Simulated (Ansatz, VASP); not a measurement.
Si3Br in VASP and in Ansatz

```
CELL_PARAMETERS angstrom
4.86871 0.00000 0.00000
0.00000 4.86871 0.00000
0.00000 0.00000 3.07669
ATOMIC_POSITIONS crystal
Si 0.00000 0.50000 0.50000
Si 0.50000 0.00000 0.50000
Si 0.50000 0.50000 0.00000
Br 0.00000 0.00000 0.00000
```

Alike in both runs: functional PBE; k mesh 10 × 10 × 16; occupations gaussian, width 0.1 eV; no spin polarisation.

Ansatz relaxed the structure, and its values are those at the end. VASP's run is a single point on that final structure, the one shown.

|  | VASP | Ansatz |
| --- | --- | --- |
| version | VASP 6.6.1 | Ansatz 0.2.0 |
| potentials or method | VASP PAW PBE potentials, release 64 (Si, Br), cutoff 520 eV | scalar-relativistic, plane waves, PAW |
| valence electrons in the cell | 19 | 19 |

```tsv
	VASP	Ansatz	Ansatz less VASP
gap on the k mesh at the Fermi level (eV)	none	none	-
pressure (GPa)	0.0	0.0	-0.02
```

A gap of «none» marks a metal or a gap that the smearing closes. With one functional, cell and mesh, what is left measures potentials, basis and numerics.
